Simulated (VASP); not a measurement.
Input of a VASP 6.6.1 run:

File INCAR:

```
  PREC = Accurate
  ENCUT = 520
  EDIFF = 1E-6
  ISMEAR = -1
  SIGMA = 0.08
  LREAL = False
  LASPH = True
  NELM = 100
  ALGO = Normal
  ISIF = 2
  LWAVE = False
  LCHARG = True
  GGA = PE
  LELF = True
  LVHAR = True
  NBANDS = 28
```

Contents of KPOINTS:

```
regular mesh
0
Gamma
  9 9 3
```

Contents of POSCAR:

```
Sr
1.0
    3.5998720958      0.0000000000      0.0000000000
   -1.7999360479      3.1175806853      0.0000000000
    0.0000000000      0.0000000000     11.7879488393
Sr
4
Direct
    0.0000000000      0.0000000000      0.0000000000
    0.0000000000      0.0000000000      0.5000000000
    0.3333333333      0.6666666667      0.2500000000
    0.6666666667      0.3333333333      0.7500000000
```

Potentials or basis: VASP PAW PBE potentials, release 64 (Sr_sv).

Run with:

```sh
$ cat potpaw_PBE.64/Sr_sv/POTCAR > POTCAR
$ mpirun -np 1 vasp_std > vasp.out
```

(1) What does it give for the band gap on the k mesh?

(2) Estimate the pressure.

Answers

(1) zero (bands 20 and 21 overlap by 0.28 eV).

(2) 12.9 GPa.

Caveat: the cell stands under pressure.
